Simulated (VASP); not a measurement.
Here is a VASP 6.6.1 calculation.

The input INCAR:

```
SYSTEM = BN
ALGO = Normal
EDIFF = 1E-6
ENCUT = 520
GGA = PE
ISIF = 2
ISMEAR = 0
IVDW = 12
LASPH = .True.
LCHARG = .True.
LELF = .True.
LREAL = .False.
LVHAR = .True.
LWAVE = .False.
NBANDS = 16
NELM = 100
PREC = Accurate
SIGMA = 0.05
```

The input KPOINTS:

```
k-points
0
Gamma
  12 12 4
  0 0 0
```

The input POSCAR:

```
BN
1.0
    2.5061233057      0.0000000000      0.0000000000
   -1.2530616528      2.1703664477      0.0000000000
    0.0000000000      0.0000000000      6.5973571420
B N
2 2
Direct
    0.0000000000      0.0000000000      0.4417948746
    0.3333333333      0.6666666667      0.0000000000
    0.0000000000      0.0000000000      0.0000000000
    0.6666666667      0.3333333333      0.5000000000
```

Potentials or basis: VASP PAW PBE potentials, release 64 (B, N).

The run is started by

```bash
$ cat potpaw_PBE.64/B/POTCAR potpaw_PBE.64/N/POTCAR > POTCAR
$ mpirun -np 1 vasp_std > vasp.out
```

Task: Predict the band gap on the k mesh.

Result: 3.74 eV (least direct gap 3.98 eV).

Task: What does it give for the dispersion energy per atom?

Result: -0.143 eV.

Task: Estimate the pressure.

Result: -4.0 GPa.

Forces in eV/Å, atoms in the order of the input:
```
B    0.000  0.000  5.247
B    0.000  0.000 -0.322
N    0.000  0.000  0.273
N    0.000  0.000 -5.198
```

Caveat: the cell differs from its parent crystal (atom 1 (B) moved by +0.000 Å along [1 2 0] and -0.384 Å along [0 0 1]); the cell stands under tension; forces of over 1 eV/Å act on the atoms, so gaps and moduli don't describe the material at rest. A k mesh can miss the band edges.
